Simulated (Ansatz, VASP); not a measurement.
## One calculation of RbIr, two programs

```
Rb Ir
1.0
     2.24497   -5.91481    0.00000
     2.24497    5.91481    0.00000
     0.00000    0.00000    4.47085
Rb Ir
2 2
Direct
  0.35440 0.64560 0.75000
  0.64560 0.35440 0.25000
  0.07760 0.92240 0.75000
  0.92240 0.07760 0.25000
```

Alike in both runs: task relaxation of cell and atoms; functional PBE; k mesh 4 × 4 × 4; occupations gaussian, width 0.1 eV; no spin polarisation.

|  | VASP | Ansatz |
| --- | --- | --- |
| version | VASP 6.6.1 | Ansatz 0.2.0 |
| potentials or method | VASP PAW PBE potentials, release 64 (Rb_sv, Ir), cutoff 500 eV | scalar-relativistic, plane waves, PAW |
| valence electrons in the cell | 36 | 52 |

```csv
,VASP,Ansatz,Ansatz less VASP
relaxed volume (Å³/atom),34.74,34.84,+0.100
relaxed cell length with the largest relative difference (Å),6.345,6.360,+0.0146
```

VASP's potentials hold 36 valence electrons a cell and Ansatz's 52, so a difference there can come from the potentials and not from the codes.

Neither program's run includes spin-orbit coupling. Noted on VASP's run: the volume moved by over 15 % at a fixed basis, so the end points are rough.
